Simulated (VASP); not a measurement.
Wanted: the native input for a VASP 6.6.1 run.

```
Task                   : single point
Functional             : r2SCAN
Potentials or basis    : VASP PAW PBE potentials, release 64 (Ga_d, P)
Cutoff                 : 520 eV
k mesh                 : 8 × 8 × 8
Occupations            : gaussian, width 0.01 eV
Spin                   : no spin polarisation
Dipole correction      : no
Further INCAR settings : ALGO = Normal; EDIFF = 1e-06; NBANDS = 16
```

Crystal: GaP.

```
CELL_PARAMETERS angstrom
0.00000 2.72540 2.72540
2.56433 0.00000 2.72540
2.56433 2.72540 0.00000
ATOMIC_POSITIONS crystal
Ga 0.00000 0.00000 0.00000
P 0.25000 0.25000 0.25000
```

This cell differs from its parent crystal: uniaxial x strain -5.9%.

One way to write it, as run:

POSCAR

```
GaP
1.0
    0.0000000000      2.7253992947      2.7253992947
    2.5643281964      0.0000000000      2.7253992947
    2.5643281964      2.7253992947      0.0000000000
Ga P
1 1
Direct
    0.0000000000      0.0000000000      0.0000000000
    0.2500000000      0.2500000000      0.2500000000
```

INCAR.step1

```
SYSTEM = GaP
PREC = Accurate
ENCUT = 520
ISMEAR = 0
SIGMA = 0.01
LREAL = .False.
LASPH = .True.
NELM = 100
NBANDS = 16
GGA = PE
ALGO = Normal
EDIFF = 1E-4
LWAVE = .True.
LCHARG = .False.
```

INCAR.step2

```
SYSTEM = GaP
PREC = Accurate
ENCUT = 520
EDIFF = 1E-6
ISMEAR = 0
SIGMA = 0.01
LREAL = .False.
LASPH = .True.
NELM = 100
ALGO = Normal
ISIF = 2
LWAVE = .False.
LCHARG = .False.
METAGGA = R2SCAN
LMIXTAU = .True.
NBANDS = 16
ISTART = 1
```

KPOINTS

```
regular mesh
0
Gamma
  8 8 8
  0 0 0
```

Potentials or basis: VASP PAW PBE potentials, release 64 (Ga_d, P).

Launch:

```bash
$ cat potpaw_PBE.64/Ga_d/POTCAR potpaw_PBE.64/P/POTCAR > POTCAR
$ cp INCAR.step1 INCAR
$ mpirun -np 1 vasp_std > vasp.out
$ cp INCAR.step2 INCAR
$ mpirun -np 1 vasp_std > vasp.out
```

Results of the run:

| Property | Result |
| --- | --- |
| Pressure | 6.0 GPa |
| Band gap on the k mesh | 1.18 eV, indirect (least direct gap 2.63 eV) |

Caveat: the cell differs from its parent crystal (uniaxial x strain -5.9%); the PAW data sets were made with another functional, which shifts forces and pressure a little.

It took 3 min on 1 thread of AMD EPYC 7R13 Processor (Zen 3), with other jobs on the host, peak memory 0.16 GiB.
